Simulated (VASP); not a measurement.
# NaCl (Fm-3m) in VASP: a series of runs

NaCl is run at these levels: PBE-based screened hybrid with 100 % exact exchange, PBE-based screened hybrid with 5 % exact exchange, PBE-based screened hybrid with 30 % exact exchange; tasks: single point.

Program: VASP 6.6.1. These are calculated values, not measurements. Logs are shortened: lines on timing, memory, paths and dates and some standing lists are left out, and cuts for length are marked.

**1. The cell of the first run**

The structure is cubic, space group Fm-3m (No. 225). Conventional cell: a = 5.605 Å, b = 5.605 Å, c = 5.605 Å, α = 90.00°, β = 90.00°, γ = 90.00°. Na (site symmetry m-3m) has 6 Cl at 2.80 Å within 3.7 Å. Cl (site symmetry m-3m) has 6 Na at 2.80 Å within 3.7 Å.

**2. Single point, PBE-based screened hybrid with 100 % exact exchange**

Contents of POSCAR:

```
NaCl
1.0
    0.0000000000      2.8026988074      2.8026988074
    2.8026988074      0.0000000000      2.8026988074
    2.8026988074      2.8026988074      0.0000000000
Na Cl
1 1
Direct
    0.0000000000      0.0000000000      0.0000000000
    0.5000000000      0.5000000000      0.5000000000
```

Contents of INCAR.step1:

```
SYSTEM = NaCl
ALGO     = Normal         ! electronic algorithm
EDIFF    = 1E-5           ! SCF threshold, eV
ENCUT    = 520            ! plane-wave cutoff, eV
GGA      = PE             ! functional
ISIF     = 2              ! what is computed and relaxed
ISMEAR   = 0              ! smearing method
LASPH    = .True.         ! aspherical terms in the spheres
LCHARG   = .False.        ! write CHGCAR
LREAL    = .False.        ! projectors in reciprocal space
LWAVE    = .True.         ! write WAVECAR
NBANDS   = 14             ! bands
NELM     = 80             ! most SCF steps
PREC     = Accurate       ! precision mode
SIGMA    = 0.01           ! smearing width, eV
```

Contents of INCAR.step2:

```
SYSTEM = NaCl
AEXX     = 1.0            ! exact-exchange fraction
AGGAC    = 1.0          
ALDAC    = 1.0          
ALGO     = Normal         ! electronic algorithm
EDIFF    = 1E-6           ! SCF threshold, eV
ENCUT    = 520            ! plane-wave cutoff, eV
GGA      = PE             ! functional
HFSCREEN = 0.5            ! screening, 1/A
ISIF     = 2              ! what is computed and relaxed
ISMEAR   = 0              ! smearing method
ISTART   = 1            
LASPH    = .True.         ! aspherical terms in the spheres
LCHARG   = .False.        ! write CHGCAR
LHFCALC  = .True.         ! exact exchange
LREAL    = .False.        ! projectors in reciprocal space
LWAVE    = .False.        ! write WAVECAR
NBANDS   = 14             ! bands
NELM     = 80             ! most SCF steps
PREC     = Accurate       ! precision mode
PRECFOCK = Normal       
SIGMA    = 0.01           ! smearing width, eV
```

Contents of KPOINTS:

```
k-points
0
Gamma
  4 4 4
  0 0 0
```

Potentials or basis: VASP PAW PBE potentials, release 64 (Na_pv, Cl).

Launch:

```sh
$ cat potpaw_PBE.64/Na_pv/POTCAR potpaw_PBE.64/Cl/POTCAR > POTCAR
$ cp INCAR.step1 INCAR
$ mpirun -np 1 vasp_std > vasp.out
$ cp INCAR.step2 INCAR
$ mpirun -np 1 vasp_std > vasp.out
```

OUTCAR:

```text
SYSTEM = NaCl
   AEXX = 1.0
   EDIFF = 1E-6
   ENCUT = 520
   GGA = PE
   HFSCREEN = 0.5
   ISIF = 2
   ISMEAR = 0
   ISTART = 1
   LASPH = .True.
   LHFCALC = .True.
   LREAL = .False.
   NELM = 80
   PREC = Accurate
   PRECFOCK = Normal

 ion  position               nearest neighbor table
   1  0.000  0.000  0.000-
   2  0.500  0.500  0.500-

  LATTYP: Found a face centered cubic cell.
 ALAT       =     5.6053976148

  Lattice vectors:

 A1 = (   0.0000000000,   2.8026988074,   2.8026988074)
 A2 = (   2.8026988074,   0.0000000000,   2.8026988074)
 A3 = (   2.8026988074,   2.8026988074,   0.0000000000)

Analysis of symmetry for initial positions (statically):
=====================================================================
 Subroutine PRICEL returns:
 Original cell was already a primitive cell.

 Routine SETGRP: Setting up the symmetry group for a
 face centered cubic supercell.

 Subroutine GETGRP returns: Found 48 space group operations
 (whereof 48 operations were pure point group operations)
 out of a pool of 48 trial point group operations.

The static configuration has the point symmetry O_h .

Analysis of symmetry for dynamics (positions and initial velocities):
=====================================================================
 Subroutine PRICEL returns:
 Original cell was already a primitive cell.

 Routine SETGRP: Setting up the symmetry group for a
 face centered cubic supercell.

 Subroutine GETGRP returns: Found 48 space group operations
 (whereof 48 operations were pure point group operations)
 out of a pool of 48 trial point group operations.

The dynamic configuration has the point symmetry O_h .

 Subroutine INISYM returns: Found 48 space group operations
 (whereof 48 operations are pure point group operations),
 and found     1 'primitive' translations

----------------------------------------------------------------------------------------

                                     Primitive cell

  volume of cell :      44.0311

  direct lattice vectors                    reciprocal lattice vectors
     0.000000000  2.802698807  2.802698807    -0.178399476  0.178399476  0.178399476
     2.802698807  0.000000000  2.802698807     0.178399476 -0.178399476  0.178399476
     2.802698807  2.802698807  0.000000000     0.178399476  0.178399476 -0.178399476

  length of vectors
     3.963614665  3.963614665  3.963614665     0.308996957  0.308996957  0.308996957

  position of ions in fractional coordinates (direct lattice)
     0.000000000  0.000000000  0.000000000
     0.500000000  0.500000000  0.500000000

  ion indices of the primitive-cell ions
   primitive index   ion index
                 1           1
                 2           2

----------------------------------------------------------------------------------------

 KPOINTS: k-points

Automatic generation of k-mesh.
 Grid dimensions read from file:
 generate k-points for:    4    4    4

 Generating k-lattice:

  Cartesian coordinates                     Fractional coordinates (reciprocal lattice)
    -0.044599869  0.044599869  0.044599869     0.250000000  0.000000000  0.000000000
     0.044599869 -0.044599869  0.044599869     0.000000000  0.250000000  0.000000000
     0.044599869  0.044599869 -0.044599869     0.000000000  0.000000000  0.250000000

  Length of vectors
     0.077249239  0.077249239  0.077249239

  Shift w.r.t. Gamma in fractional coordinates (k-lattice)
     0.000000000  0.000000000  0.000000000

 Subroutine IBZKPT returns following result:
 ===========================================

 Found      8 irreducible k-points:

 Following reciprocal coordinates:
            Coordinates               Weight
  0.000000  0.000000  0.000000      1.000000
  0.250000  0.000000  0.000000      8.000000
  0.500000  0.000000  0.000000      4.000000
  0.250000  0.250000  0.000000      6.000000
  0.500000  0.250000  0.000000     24.000000
 -0.250000  0.250000  0.000000     12.000000
  0.500000  0.500000  0.000000      3.000000
 -0.250000  0.500000  0.250000      6.000000
   k-points           NKPTS =      8   k-points in BZ     NKDIM =     64   number of bands    NBANDS=     14
   number of dos      NEDOS =    301   number of ions     NIONS =      2
   total plane-waves  NPLWV =  27000
   dimension x,y,z NGX =    30 NGY =   30 NGZ =   30
   dimension x,y,z NGXF=    60 NGYF=   60 NGZF=   60
   ions per type =               1   1
   NGX,Y,Z   is equivalent  to a cutoff of  12.58, 12.58, 12.58 a.u.
   NGXF,Y,Z  is equivalent  to a cutoff of  25.17, 25.17, 25.17 a.u.
 SYSTEM =  NaCl
   PREC   = accura    normal or accurate (medium, high low for compatibility)
   ISTART =      1    job   : 0-new  1-cont  2-samecut
   ICHARG =      0    charge: 1-file 2-atom 10-const
   ISPIN  =      1    spin polarized calculation?
   LNONCOLLINEAR =      F non collinear calculations
   LSORBIT =      F    spin-orbit coupling
   LASPH  =      T    aspherical Exc in radial PAW
   ENCUT  =  520.0 eV  38.22 Ry    6.18 a.u.   7.37  7.37  7.37*2*pi/ulx,y,z
   NELM   =     80;   NELMIN=  2; NELMDL=  0     # of ELM steps
   EDIFF  = 0.1E-05   stopping-criterion for ELM
   LREAL  =      F    real-space projection
   EDIFFG = 0.1E-04   stopping-criterion for IOM
   NSW    =      0    number of steps for IOM
   IBRION =     -1    ionic relax: 0-MD 1-quasi-New 2-CG
   NFREE  =      0    steps in history (QN), initial steepest desc. (CG)
   ISIF   =      2    stress and relaxation
   ISYM   =      3    0-nonsym 1-usesym 2-fastsym
   POTIM  = 0.5000    time-step for ionic-motion
   TEBEG  =    0.0;   TEEND  =   0.0 temperature during run
   PSTRESS=    0.0 pullay stress
   NELECT =      14.0000    total number of electrons
   NUPDOWN=      -1.0000    fix difference up-down
   EMIN   =  10.00;   EMAX   =-10.00  energy-range for DOS
   EFERMI =   0.00;   METHOD = LEGACY
   ISMEAR =     0;   SIGMA  =   0.01  broadening in eV -4-tet -1-fermi 0-gaus
   EFERMI_NEDOS =   21; number of points for ismear=-14 and -15
   IALGO  =     38    algorithm
   IMIX   =      1    mixing-type and parameters
     AMIX     =   0.40;   BMIX     =  1.00
     AMIX_MAG =   1.60;   BMIX_MAG =  1.00
  volume/ion in A,a.u.               =      22.02       148.57
  Fermi-wavevector in a.u.,A,eV,Ry     =   1.117372  2.111527 16.987146  1.248520
  Thomas-Fermi vector in A             =   2.253994
   LORBIT       =      0    0 simple, 1 ext, 2 COOP (PROOUT), +10 PAW based schemes
   GGA     = PE    functional components
   LHFCALC =     T    Hartree Fock is set to
   PRECFOCK=normal    Normal, Fast or Accurate (Low or Medium for compatibility)
   ENCUT4O =  -1.0   cutoff for four orbital integrals eV
   NKREDX  =     1    reduce k-point grid by
   NKREDY  =     1    reduce k-point grid by
   NKREDZ  =     1    reduce k-point grid by
   AEXX    =    1.0000 exact exchange contribution
   HFSCREEN=    0.5000 screening length (either q_TF or 0.3 A-1)
   HFSCREENC=   0.5000 screening length for correlation (either q_TF or 0.3 A-1)
   ENCUTFOCK=  -1.0 apply spherical cutoff to Coloumb kernel
   IVDW    =     0    specifies the selected vdW correction
   LEPSILON=     F    determine dielectric tensor
   LRPA    =     F    only Hartree local field effects (RPA)
 non-spin polarized calculation
 Gauss-broadening in eV      SIGMA  =   0.01
  energy-cutoff  :      520.00
  volume of cell :       44.03
 maximum number of plane-waves:      1243
 NGX is ok and might be reduce to    30
  NGX = 24; NGY = 24; NGZ = 24

 number of electron      14.0000003 magnetization

 Free energy of the ion-electron system (eV)
  ---------------------------------------------------
  ext. energy  EPLUGINS =         0.00000000
  ---------------------------------------------------
  free energy    TOTEN  =        -9.46819405 eV

  energy without entropy =       -9.46819405  energy(sigma->0) =       -9.46819405

 E-fermi :  -2.9300     XC(G=0):  -4.3099

 val. band max:       -3.0454405044   @ k =   0.0000   0.0000   0.0000
 cond. band min:       5.1181883331   @ k =   0.0000   0.0000   0.0000
 fundamental gap:      8.1636288374
 Fermi energy:        -2.9299575693

 k-point     1 :       0.0000    0.0000    0.0000
  band No.  band energies     occupation
      1     -31.4614      2.00000
      2     -31.4614      2.00000
      3     -31.4614      2.00000
      4     -19.6585      2.00000
      5      -3.0454      2.00000
      6      -3.0454      2.00000
      7      -3.0454      2.00000
      8       5.1182      0.00000
      9      11.2874      0.00000
     10      11.2874      0.00000
     11      11.2874      0.00000
     12      13.9121      0.00000
     13      13.9121      0.00000
     14      14.8900      0.00000

 k-point     2 :       0.2500    0.0000    0.0000
  band No.  band energies     occupation
      1     -31.4725      2.00000
      2     -31.4618      2.00000
      3     -31.4618      2.00000
      4     -19.4699      2.00000
      5      -4.2050      2.00000
      6      -3.2020      2.00000
      7      -3.2020      2.00000
      8       6.6230      0.00000
      9      10.1255      0.00000
     10      11.6691      0.00000
     11      11.6692      0.00000
     12      13.8000      0.00000
     13      13.8000      0.00000
     14      16.2722      0.00000

 k-point     3 :       0.5000    0.0000    0.0000
  band No.  band energies     occupation
      1     -31.4834      2.00000
      2     -31.4623      2.00000
      3     -31.4622      2.00000
      4     -19.2712      2.00000
      5      -5.1487      2.00000
      6      -3.3506      2.00000
      7      -3.3506      2.00000
      8       7.1523      0.00000
      9      11.2398      0.00000
     10      11.2399      0.00000
     11      11.2422      0.00000
     12      15.5133      0.00000
     13      17.2425      0.00000
     14      17.2425      0.00000
[... 52 lines left out ...]
 k-point     7 :       0.5000    0.5000    0.0000
  band No.  band energies     occupation
      1     -31.4754      2.00000
      2     -31.4672      2.00000
      3     -31.4672      2.00000
      4     -19.1999      2.00000
      5      -4.9106      2.00000
      6      -3.7368      2.00000
      7      -3.7368      2.00000
      8       7.6579      0.00000
      9       7.8374      0.00000
     10      11.8292      0.00000
     11      15.6887      0.00000
     12      15.6887      0.00000
     13      16.3457      0.00000
     14      18.2169      0.00000

 k-point     8 :      -0.2500    0.5000    0.2500
  band No.  band energies     occupation
      1     -31.4713      2.00000
      2     -31.4713      2.00000
      3     -31.4687      2.00000
      4     -19.1844      2.00000
      5      -4.3773      2.00000
      6      -4.3773      2.00000
      7      -3.8731      2.00000
      8       9.1077      0.00000
      9       9.7726      0.00000
     10       9.7726      0.00000
     11      11.8128      0.00000
     12      16.6179      0.00000
     13      16.6179      0.00000
     14      17.4887      0.00000

------------------------ aborting loop because EDIFF is reached ----------------------------------------

  FORCE on cell =-STRESS in cart. coord.  units (eV):
  Direction    XX          YY          ZZ          XY          YZ          ZX
  --------------------------------------------------------------------------------------
  -------------------------------------------------------------------------------------
  Total       -0.1229225     -0.1229225     -0.1229225      0.0000000     -0.0000000      0.0000000
  in kB       -4.4728315     -4.4728315     -4.4728315      0.0000000     -0.0000000      0.0000000
  external PRESSURE =      -4.4728315 kB  Pullay stress =       0.0000000 kB

 VOLUME and BASIS-vectors are now :
 -----------------------------------------------------------------------------
  energy-cutoff  :      520.00
  volume of cell :       44.03
      direct lattice vectors                 reciprocal lattice vectors
     0.000000000  2.802698807  2.802698807    -0.178399476  0.178399476  0.178399476
     2.802698807  0.000000000  2.802698807     0.178399476 -0.178399476  0.178399476
     2.802698807  2.802698807  0.000000000     0.178399476  0.178399476 -0.178399476

 POSITION                                       TOTAL-FORCE (eV/Angst)
 -----------------------------------------------------------------------------------
      0.00000      0.00000      0.00000        -0.000000     -0.000000      0.000000
      2.80270      2.80270      2.80270         0.000000      0.000000     -0.000000
 -----------------------------------------------------------------------------------
    total drift:                                0.000000      0.000000      0.000000

  FREE ENERGIE OF THE ION-ELECTRON SYSTEM (eV)
  ---------------------------------------------------
  free  energy   TOTEN  =        -9.4681940534 eV

  energy  without entropy=       -9.4681940534  energy(sigma->0) =       -9.46819405
```

It took 4.4 min on 1 thread of Oxide Virtual Turin-like, shared host; peak memory 0.23 GiB.

What came out:

```
Free energy            : -9.4682 eV
Pressure               : -0.4 GPa
Band gap on the k mesh : 8.16 eV
```

Caveat: the k points lie up to 0.49 Å⁻¹ apart; the PAW data sets were made with another functional, which shifts forces and pressure a little.

**3. Single point, PBE-based screened hybrid with 5 % exact exchange**

POSCAR is that of step 2.

Contents of INCAR.step1:

```
PREC = Accurate
ENCUT = 520
EDIFF = 1E-5
ISMEAR = 0
SIGMA = 0.01
LREAL = F
LASPH = T
NELM = 80
ALGO = Normal
ISIF = 2
LWAVE = T
NBANDS = 14
GGA = PE
```

Contents of INCAR.step2:

```
PREC = Accurate
ENCUT = 520
EDIFF = 1E-7
ISMEAR = 0
SIGMA = 0.01
LREAL = F
LASPH = T
NELM = 80
ALGO = Normal
ISIF = 2
LWAVE = F
LCHARG = T
GGA = PE
LHFCALC = T
AEXX = 0.05
HFSCREEN = 0.5
PRECFOCK = Normal
LELF = T
LVHAR = T
NBANDS = 14
ISTART = 1
```

Contents of KPOINTS:

```
regular mesh
0
Gamma
  4 4 4
```

Potentials or basis: VASP PAW PBE potentials, release 64 (Na_pv, Cl).

Launch:

```sh
$ cat potpaw_PBE.64/Na_pv/POTCAR potpaw_PBE.64/Cl/POTCAR > POTCAR
$ cp INCAR.step1 INCAR
$ mpirun -np 1 vasp_std > vasp.out
$ cp INCAR.step2 INCAR
$ mpirun -np 1 vasp_std > vasp.out
```

Wall time 2.2 min (1 thread of Oxide Virtual Turin-like, shared host); peak memory 0.23 GiB.

Results (log left out):

```
Free energy            : -6.8916 eV
Pressure               : 1.2 GPa
Band gap on the k mesh : 5.32 eV
```

Levels at points of the mesh, in eV from the valence-band top:
```
           k point  band 3  band 4  band 5  band 6  band 7  band 8  band 9  band 10  band 11  band 12
(0.00, 0.00, 0.00)  -21.16  -12.90    0.00    0.00    0.00    5.32   11.30    11.30    11.30    13.50
(0.50, 0.00, 0.00)  -21.17  -12.54   -1.99   -0.28   -0.28    7.45   10.95    11.18    11.18    15.28
(0.50, 0.50, 0.00)  -21.17  -12.49   -1.72   -0.62   -0.62    7.74    8.20    11.62    15.13    15.13
```

Caveat: the k points lie up to 0.49 Å⁻¹ apart; the PAW data sets were made with another functional, which shifts forces and pressure a little.

[end of part 1 of 2]
